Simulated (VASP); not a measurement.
# PtC2 (R-3m) in VASP: a series of runs

Runs on PtC2. Level: PBE+D3(BJ). Tasks: single point, relaxation of cell and atoms.

Program: VASP 6.6.1. These are calculated values, not measurements. Logs are shortened: lines on timing, memory, paths and dates and some standing lists are left out, and cuts for length are marked.

### 1 The cell of the first run

The structure is trigonal, space group R-3m (No. 166). The conventional cell has a = 3.665 Å, b = 3.665 Å, c = 7.842 Å, α = 90.00°, β = 90.00°, γ = 120.00°. Within 2.8 Å of Pt (site symmetry -3m) lie 8 C at 2.13 to 2.17 Å. C (site symmetry 3m) has 4 Pt at 2.13 to 2.17 Å and 6 C at 2.33 to 2.68 Å within 2.8 Å.

### 2 Single point, PBE+D3(BJ)

INCAR

```
SYSTEM = PtC2
  ALGO = Normal
  EDIFF = 1E-6
  ENCUT = 520
  GGA = PE
  ISIF = 2
  ISMEAR = 0
  IVDW = 12
  LASPH = .TRUE.
  LCHARG = .TRUE.
  LELF = .TRUE.
  LREAL = .FALSE.
  LVHAR = .TRUE.
  LWAVE = .FALSE.
  NBANDS = 16
  NELM = 80
  PREC = Accurate
  SIGMA = 0.1
```

KPOINTS

```
k-points
0
G
  18 18 18
  0 0 0
```

POSCAR

```
PtC2
1.0
    1.8324382985      1.0579587450      2.6139896750
   -1.8324382985      1.0579587450      2.6139896750
    0.0000000000     -2.1159174899      2.6139896750
Pt C
1 2
Direct
    0.5000000000      0.5000000000      0.5000000000
    0.7717594961      0.7717594961      0.7717594961
    0.2282405039      0.2282405039      0.2282405039
```

Potentials or basis: VASP PAW PBE potentials, release 64 (Pt, C).

The run is started by

```bash
$ cat potpaw_PBE.64/Pt/POTCAR potpaw_PBE.64/C/POTCAR > POTCAR
$ mpirun -np 1 vasp_std > vasp.out
```

OUTCAR:

```text
SYSTEM = PtC2
   EDIFF = 1E-6
   ENCUT = 520
   GGA = PE
   ISIF = 2
   ISMEAR = 0
   IVDW = 12
   LASPH = .TRUE.
   LREAL = .FALSE.
   NELM = 80
   PREC = Accurate
 IVDW          = 12

 ion  position               nearest neighbor table
   1  0.500  0.500  0.500-   2 2.13   3 2.13   3 2.17   3 2.17   2 2.17   2 2.17   3 2.17   2 2.17

   2  0.772  0.772  0.772-   1 2.13   1 2.17   1 2.17   1 2.17
   3  0.228  0.228  0.228-   1 2.13   1 2.17   1 2.17   1 2.17

  LATTYP: Found a trigonal (rhomboedric) cell.
 ALAT       =     3.3630416062
 COS(alpha) =     0.4062218185

  Lattice vectors:

 A1 = (   1.8324382985,   1.0579587450,   2.6139896750)
 A2 = (  -1.8324382985,   1.0579587450,   2.6139896750)
 A3 = (   0.0000000000,  -2.1159174899,   2.6139896750)

Analysis of symmetry for initial positions (statically):
=====================================================================
 Subroutine PRICEL returns:
 Original cell was already a primitive cell.

 Routine SETGRP: Setting up the symmetry group for a
 trigonal (rhombohedral) supercell.

 Subroutine GETGRP returns: Found 12 space group operations
 (whereof 12 operations were pure point group operations)
 out of a pool of 12 trial point group operations.

The static configuration has the point symmetry D_3d.

Analysis of symmetry for dynamics (positions and initial velocities):
=====================================================================
 Subroutine PRICEL returns:
 Original cell was already a primitive cell.

 Routine SETGRP: Setting up the symmetry group for a
 trigonal (rhombohedral) supercell.

 Subroutine GETGRP returns: Found 12 space group operations
 (whereof 12 operations were pure point group operations)
 out of a pool of 12 trial point group operations.

The dynamic configuration has the point symmetry D_3d.

 Subroutine INISYM returns: Found 12 space group operations
 (whereof 12 operations are pure point group operations),
 and found     1 'primitive' translations

----------------------------------------------------------------------------------------

                                     Primitive cell

  volume of cell :      30.4056

[... 87 lines left out ...]
   LASPH  =      T    aspherical Exc in radial PAW
   ENCUT  =  520.0 eV  38.22 Ry    6.18 a.u.   6.25  6.25  6.25*2*pi/ulx,y,z
   NELM   =     80;   NELMIN=  2; NELMDL= -5     # of ELM steps
   EDIFF  = 0.1E-05   stopping-criterion for ELM
   LREAL  =      F    real-space projection
   EDIFFG = 0.1E-04   stopping-criterion for IOM
   NSW    =      0    number of steps for IOM
   IBRION =     -1    ionic relax: 0-MD 1-quasi-New 2-CG
   NFREE  =      0    steps in history (QN), initial steepest desc. (CG)
   ISIF   =      2    stress and relaxation
   ISYM   =      2    0-nonsym 1-usesym 2-fastsym
   POTIM  = 0.5000    time-step for ionic-motion
   TEBEG  =    0.0;   TEEND  =   0.0 temperature during run
   PSTRESS=    0.0 pullay stress
   NELECT =      18.0000    total number of electrons
   NUPDOWN=      -1.0000    fix difference up-down
   EMIN   =  10.00;   EMAX   =-10.00  energy-range for DOS
   EFERMI =   0.00;   METHOD = LEGACY
   ISMEAR =     0;   SIGMA  =   0.10  broadening in eV -4-tet -1-fermi 0-gaus
   EFERMI_NEDOS =   21; number of points for ismear=-14 and -15
   IALGO  =     38    algorithm
   IMIX   =      4    mixing-type and parameters
     AMIX     =   0.40;   BMIX     =  1.00
     AMIX_MAG =   1.60;   BMIX_MAG =  1.00
  volume/ion in A,a.u.               =      10.14        68.40
  Fermi-wavevector in a.u.,A,eV,Ry     =   1.374616  2.597647 25.709133  1.889568
  Thomas-Fermi vector in A             =   2.500026
   LORBIT       =      0    0 simple, 1 ext, 2 COOP (PROOUT), +10 PAW based schemes
   GGA     = PE    functional components
   LHFCALC =     F    Hartree Fock is set to
   AEXX    =    0.0000 exact exchange contribution
   IVDW    =    12    specifies the selected vdW correction
   LEPSILON=     F    determine dielectric tensor
   LRPA    =     F    only Hartree local field effects (RPA)
 non-spin polarized calculation
 Gauss-broadening in eV      SIGMA  =   0.10
  energy-cutoff  :      520.00
  volume of cell :       30.41
 maximum number of plane-waves:       832
 NGX is ok and might be reduce to    28
   NGX = 13   NGY = 13   NGZ = 13

 number of electron      18.0000000 magnetization

 Free energy of the ion-electron system (eV)
  ---------------------------------------------------
  ext. energy  EPLUGINS =         0.00000000
  ---------------------------------------------------
  free energy    TOTEN  =       -18.72028400 eV

  energy without entropy =      -18.71697029  energy(sigma->0) =      -18.71862714

 E-fermi :   9.0410     XC(G=0): -12.6422

 val. band max:        9.0388735248   @ k =   0.2222   0.2222   0.0556
 cond. band min:       9.0502479603   @ k =   0.3333   0.3333   0.1667
 fundamental gap:      0.0113744355
 Fermi energy:         9.0410262820

 k-point     1 :       0.0000    0.0000    0.0000
  band No.  band energies     occupation
      1      -6.4278      2.00000
      2       0.9797      2.00000
      3       0.9797      2.00000
      4       1.9853      2.00000
      5       3.0863      2.00000
      6       5.0870      2.00000
[... 433 lines left out ...]
      3       1.6043      2.00000
      4       2.1804      2.00000
      5       4.6658      2.00000
      6       4.9835      2.00000
[... 8 lines left out ...]
     15      20.5261      0.00000
     16      20.9360      0.00000

 [... further k-points ...]

------------------------ aborting loop because EDIFF is reached ----------------------------------------

 Edisp (eV)   -1.00614

 E8    (eV) :    -0.3977

  FORCE on cell =-STRESS in cart. coord.  units (eV):
  Direction    XX          YY          ZZ          XY          YZ          ZX
  --------------------------------------------------------------------------------------
  -------------------------------------------------------------------------------------
  Total      -0.04651    -0.04651    -0.02678     0.00000    -0.00000    -0.00000
  in kB      -2.45084    -2.45084    -1.41128     0.00000    -0.00000    -0.00000
  external pressure =       -2.10 kB  Pullay stress =        0.00 kB

 VOLUME and BASIS-vectors are now :
 -----------------------------------------------------------------------------
  energy-cutoff  :      520.00
  volume of cell :       30.41
      direct lattice vectors                 reciprocal lattice vectors
     1.832438299  1.057958745  2.613989675     0.272860483  0.157536074  0.127518994
    -1.832438299  1.057958745  2.613989675    -0.272860483  0.157536074  0.127518994
     0.000000000 -2.115917490  2.613989675     0.000000000 -0.315072147  0.127518994

 POSITION                                       TOTAL-FORCE (eV/Angst)
 -----------------------------------------------------------------------------------
      0.00000      0.00000      3.92098         0.000000     -0.000000      0.000000
      0.00000      0.00000      6.05211         0.000000     -0.000000     -0.000084
      0.00000      0.00000      1.78985         0.000000      0.000000      0.000084
 -----------------------------------------------------------------------------------
    total drift:                               -0.000000     -0.000000      0.000000

  FREE ENERGIE OF THE ION-ELECTRON SYSTEM (eV)
  ---------------------------------------------------
  free  energy   TOTEN  =       -19.7264289773 eV

  energy  without entropy=      -19.7231152693  energy(sigma->0) =      -19.72477212
```

OSZICAR:

```text
N       E                     dE             d eps       ncg     rms          rms(c)
DAV:   1     0.695066947857E+02    0.69507E+02   -0.92511E+03 18568   0.107E+03
DAV:   2    -0.193755712111E+02   -0.88882E+02   -0.83610E+02 23736   0.217E+02
DAV:   3    -0.218217650625E+02   -0.24462E+01   -0.24280E+01 22016   0.363E+01
DAV:   4    -0.218342929581E+02   -0.12528E-01   -0.12526E-01 25296   0.297E+00
DAV:   5    -0.218344027755E+02   -0.10982E-03   -0.10982E-03 22208   0.269E-01    0.248E+01
DAV:   6    -0.198964305619E+02    0.19380E+01   -0.16871E+01 19144   0.408E+01    0.150E+01
DAV:   7    -0.187480703074E+02    0.11484E+01   -0.26844E+00 18920   0.187E+01    0.604E+00
DAV:   8    -0.187364859480E+02    0.11584E-01   -0.26885E-01 21632   0.388E+00    0.248E+00
DAV:   9    -0.187205650616E+02    0.15921E-01   -0.36031E-02 22576   0.207E+00    0.302E-01
DAV:  10    -0.187202404852E+02    0.32458E-03   -0.40674E-03 23832   0.444E-01    0.105E-01
DAV:  11    -0.187202886759E+02   -0.48191E-04   -0.14313E-04 23424   0.998E-02    0.426E-02
DAV:  12    -0.187202856814E+02    0.29945E-05   -0.71236E-06 22912   0.219E-02    0.218E-02
DAV:  13    -0.187202839388E+02    0.17426E-05   -0.73121E-06 21288   0.225E-02    0.264E-03
DAV:  14    -0.187202839962E+02   -0.57329E-07   -0.80269E-07 15848   0.634E-03
   1 F= -.19726429E+02 E0= -.19724772E+02  d E =-.331371E-02
```

stdout:

```text
POSCAR found type information on POSCAR PtC
 POSCAR found :  2 types and       3 ions
 scaLAPACK will be used
 LDA part: xc-table for (Slater+PW92), standard interpolation
 POSCAR, INCAR and KPOINTS ok, starting setup
 FFT: planning ... GRIDC
 FFT: planning ... GRID_SOFT
 FFT: planning ... GRID
 WAVECAR not read
 entering main loop
```

Run time: 2.3 min. Hardware: 1 thread of Intel Xeon 6975P-C (Granite Rapids), shared host; peak memory 0.39 GiB.

Results:

- Free energy: -19.7264 eV
- Pressure: -0.2 GPa
- Band gap on the k mesh: zero (band 9 reaches 10.99 eV, above the bottom of band 10 at 7.87 eV)
- Dispersion energy per atom: -0.335 eV

Caveat: spin-orbit coupling is left out, which moves the levels of the heavy elements; pairwise dispersion overbinds metals, which lowers pressure and volume.

### 3 Relaxation of cell and atoms, PBE+D3(BJ)

This run uses another cell than the first one, of 10.17 Å³/atom, 1.003 times its volume.

INCAR

```
SYSTEM = PtC2
PREC = Accurate
ENCUT = 600
EDIFF = 1E-6
ISMEAR = 0
SIGMA = 0.1
LREAL = .FALSE.
LASPH = .TRUE.
NELM = 60
ALGO = Normal
ISIF = 3
LWAVE = .FALSE.
LCHARG = .FALSE.
GGA = PE
IVDW = 12
IBRION = 2
NSW = 100
EDIFFG = -0.01
```

KPOINTS

```
regular mesh
0
G
  18 18 18
  0 0 0
```

POSCAR

```
PtC2
1.0
    1.8297226927      1.0563908892      2.6305849071
   -1.8297226927      1.0563908892      2.6305849071
    0.0000000000     -2.1127817783      2.6305849071
Pt C
1 2
Direct
    0.5000000000      0.5000000000      0.5000000000
    0.7709832210      0.7709832210      0.7709832210
    0.2290167790      0.2290167790      0.2290167790
```

Potentials or basis: VASP PAW PBE potentials, release 64 (Pt, C).

The run is started by

```bash
$ cat potpaw_PBE.64/Pt/POTCAR potpaw_PBE.64/C/POTCAR > POTCAR
$ mpirun -np 1 vasp_std > vasp.out
```

OUTCAR:

```text
SYSTEM = PtC2
   PREC = Accurate
   ENCUT = 600
   EDIFF = 1E-6
   ISMEAR = 0
   LREAL = .FALSE.
   LASPH = .TRUE.
   NELM = 60
   ISIF = 3
   GGA = PE
   IVDW = 12
   IBRION = 2
   NSW = 100
   EDIFFG = -0.01
 IVDW          = 12

 ion  position               nearest neighbor table
   1  0.500  0.500  0.500-   2 2.14   3 2.14   3 2.17   2 2.17   3 2.17   3 2.17   2 2.17   2 2.17

   2  0.771  0.771  0.771-   1 2.14   1 2.17   1 2.17   1 2.17
   3  0.229  0.229  0.229-   1 2.14   1 2.17   1 2.17   1 2.17

  LATTYP: Found a trigonal (rhomboedric) cell.
 ALAT       =     3.3739922638
 COS(alpha) =     0.4118171201

  Lattice vectors:

 A1 = (   1.8297226927,   1.0563908892,   2.6305849071)
 A2 = (  -1.8297226927,   1.0563908892,   2.6305849071)
 A3 = (   0.0000000000,  -2.1127817783,   2.6305849071)

Analysis of symmetry for initial positions (statically):
=====================================================================
 Subroutine PRICEL returns:
 Original cell was already a primitive cell.

 Routine SETGRP: Setting up the symmetry group for a
 trigonal (rhombohedral) supercell.

 Subroutine GETGRP returns: Found 12 space group operations
 (whereof 12 operations were pure point group operations)
 out of a pool of 12 trial point group operations.

The static configuration has the point symmetry D_3d.

Analysis of symmetry for dynamics (positions and initial velocities):
=====================================================================
 Subroutine PRICEL returns:
[... 158 lines left out ...]
  free energy    TOTEN  =       -18.72294354 eV

  energy without entropy =      -18.71948802  energy(sigma->0) =      -18.72121578

------------------------ aborting loop because EDIFF is reached ----------------------------------------

 Edisp (eV)   -1.00280

 E8    (eV) :    -0.3963
[... 237 lines left out ...]
--------------------------------------- Ionic step        7  -------------------------------------------

 number of electron      18.0000000 magnetization

 Free energy of the ion-electron system (eV)
  ---------------------------------------------------
  ext. energy  EPLUGINS =         0.00000000
  ---------------------------------------------------
  free energy    TOTEN  =       -18.71986144 eV

  energy without entropy =      -18.71655142  energy(sigma->0) =      -18.71820643

 E-fermi :   9.0546     XC(G=0): -12.6465

 val. band max:        9.0529287468   @ k =   0.2222   0.2222   0.0556
 cond. band min:       9.0634506382   @ k =   0.3333   0.3333   0.1667
 fundamental gap:      0.0105218914
 Fermi energy:         9.0546157617

 k-point     1 :       0.0000    0.0000    0.0000
  band No.  band energies     occupation
      1      -6.4246      2.00000
      2       0.9839      2.00000
      3       0.9839      2.00000
      4       1.9907      2.00000
      5       3.1004      2.00000
      6       5.0960      2.00000
      7       5.0960      2.00000
      8      10.1620      0.00000
      9      11.0035      0.00000
     10      11.0035      0.00000
     11      13.5818      0.00000
     12      13.5818      0.00000
     13      13.7642      0.00000
[... 354 lines left out ...]
  band No.  band energies     occupation
      1      -5.4638      2.00000
      2      -0.8168      2.00000
      3       1.6094      2.00000
      4       2.1863      2.00000
      5       4.6740      2.00000
      6       4.9924      2.00000
      7       5.8845      2.00000
      8       7.5678      2.00000
      9       8.9820      1.69534
     10      10.4955      0.00000
     11      12.6210      0.00000
     12      13.1395      0.00000
     13      14.0681      0.00000

 [... further k-points ...]

------------------------ aborting loop because EDIFF is reached ----------------------------------------

 Edisp (eV)   -1.00700

 E8    (eV) :    -0.3980
[... 26 lines left out ...]
  FREE ENERGIE OF THE ION-ELECTRON SYSTEM (eV)
  ---------------------------------------------------
  free  energy   TOTEN  =       -19.7268633339 eV

  energy  without entropy=      -19.7235533173  energy(sigma->0) =      -19.72520833

 reached required accuracy - stopping structural energy minimisation
```

OSZICAR:

```text
N       E                     dE             d eps       ncg     rms          rms(c)
DAV:   1     0.863163906218E+02    0.86316E+02   -0.10282E+04 15112   0.148E+03
DAV:   2    -0.175621921916E+02   -0.10388E+03   -0.98757E+02 19061   0.265E+02
DAV:   3    -0.217783174061E+02   -0.42161E+01   -0.40968E+01 17038   0.525E+01
DAV:   4    -0.218325670395E+02   -0.54250E-01   -0.54139E-01 17150   0.638E+00
[... 49 lines left out ...]
       N       E                     dE             d eps       ncg     rms          rms(c)
DAV:   1    -0.187198863497E+02    0.37877E-03   -0.87131E-03 15080   0.851E-01    0.364E-02
DAV:   2    -0.187198658659E+02    0.20484E-04   -0.13860E-04 18916   0.136E-01    0.203E-02
DAV:   3    -0.187198621372E+02    0.37286E-05   -0.10385E-05 15340   0.372E-02    0.104E-02
DAV:   4    -0.187198614371E+02    0.70019E-06   -0.52400E-06 15775   0.185E-02
   7 F= -.19726863E+02 E0= -.19725208E+02  d E =-.193679E-03
```

It took 6.8 min on 1 thread of Intel Xeon 6975P-C (Granite Rapids), shared host; peak memory 0.44 GiB.

What came out:

* Free energy: -19.7269 eV
* Relaxed volume: 10.13 Å³/atom
* Relaxed cell: a = 3.362 Å, b = 3.362 Å, c = 3.362 Å, α = 66.02°, β = 66.02°, γ = 66.02°
* Space group after relaxing (to 0.05 Å): R-3m (No. 166)
* Energy gained by relaxing: 0.4 meV/atom
* Ionic steps: 7
* Pressure after relaxing: 0.0 GPa
* Band gap on the k mesh: zero (band 9 reaches 11.00 eV, above the bottom of band 10 at 7.88 eV)
* Dispersion energy per atom: -0.336 eV

Step by step:
```tsv
step	energy change (eV)	largest force (eV/Å)	pressure (GPa)	volume (Å³)
1	0.0000	0.0164	-0.80	30.51
2	-0.0003	0.0899	1.09	30.28
3	-0.0007	0.0422	0.26	30.38
4	-0.0009	0.0443	-0.12	30.41
5	-0.0009	0.0455	-0.21	30.42
6	-0.0011	0.0151	-0.08	30.39
7	-0.0011	0.0006	-0.03	30.38
```

Final structure:
```cif
data_structure
_symmetry_space_group_name_H-M 'P 1'
_symmetry_Int_Tables_number 1
_cell_length_a 3.3624
_cell_length_b 3.3624
_cell_length_c 3.3624
_cell_angle_alpha 66.016
_cell_angle_beta 66.016
_cell_angle_gamma 66.016
_cell_volume 30.38
loop_
_atom_site_label
_atom_site_type_symbol
_atom_site_fract_x
_atom_site_fract_y
_atom_site_fract_z
_atom_site_occupancy
Pt1 Pt 0.50000 0.50000 0.50000 1
C1 C 0.77174 0.77174 0.77174 1
C2 C 0.22826 0.22826 0.22826 1
```

Caveat: spin-orbit coupling is left out, which moves the levels of the heavy elements; pairwise dispersion overbinds metals, which lowers pressure and volume.
